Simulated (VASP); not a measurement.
**GaN: single point with PBEsol**

The system is GaN.

```
CELL_PARAMETERS angstrom
3.21154 0.00000 0.00000
-1.60577 2.78127 0.00000
0.00000 0.00000 10.35684
ATOMIC_POSITIONS crystal
Ga 0.00000 0.00000 0.78587
Ga 0.66667 0.33333 0.03735
Ga 0.33333 0.66667 0.53735
Ga 0.00000 0.00000 0.28587
N 0.00000 0.00000 0.09304
N 0.66667 0.33333 0.34375
N 0.00000 0.00000 0.59304
N 0.33333 0.66667 0.84374
```

```yaml
Program: VASP 6.6.1
Task: single point
Functional: PBEsol
Potentials_or_basis: VASP PAW PBE potentials, release 64 (Ga_d, N)
Cutoff: 520 eV
k_mesh: 12 × 12 × 4
Occupations: gaussian, width 0.01 eV
Spin: no spin polarisation
```

```
Pressure               : -6.2 GPa
Largest force          : 0.231 eV/Å
Band gap on the k mesh : 0.79 eV, direct
```

Forces in eV/Å, atoms in the order of the input:
```
Ga   0.000  0.000  0.020
Ga   0.000  0.000 -0.028
Ga   0.000  0.000 -0.028
Ga   0.000  0.000  0.020
N    0.000  0.000 -0.222
N    0.000  0.000  0.231
N    0.000  0.000 -0.222
N    0.000  0.000  0.231
```

Stress tensor (GPa, compression positive):
```
-9.09  0.00  0.00
 0.00 -9.09  0.00
 0.00  0.00 -0.55
```

Levels at points of the mesh, in eV from the valence-band top:
```csv
k point,band 34,band 35,band 36,band 37,band 38,band 39
"(0.00, 0.00, 0.00)",-0.55,-0.55,0.00,0.79,3.29,3.45
"(0.50, 0.00, 0.00)",-1.96,-1.54,-0.77,1.87,2.37,4.61
"(0.00, 0.00, 0.50)",-0.57,-0.57,-0.57,2.24,2.24,3.56
"(0.50, 0.00, 0.50)",-1.79,-1.43,-1.43,2.42,2.42,4.39
```

Wall time 5.8 min on 1 thread of Oxide Virtual Turin-like Processor, with other jobs on the host, peak memory 0.28 GiB.

Caveat: the PAW data sets were made with another functional, which shifts forces and pressure a little.
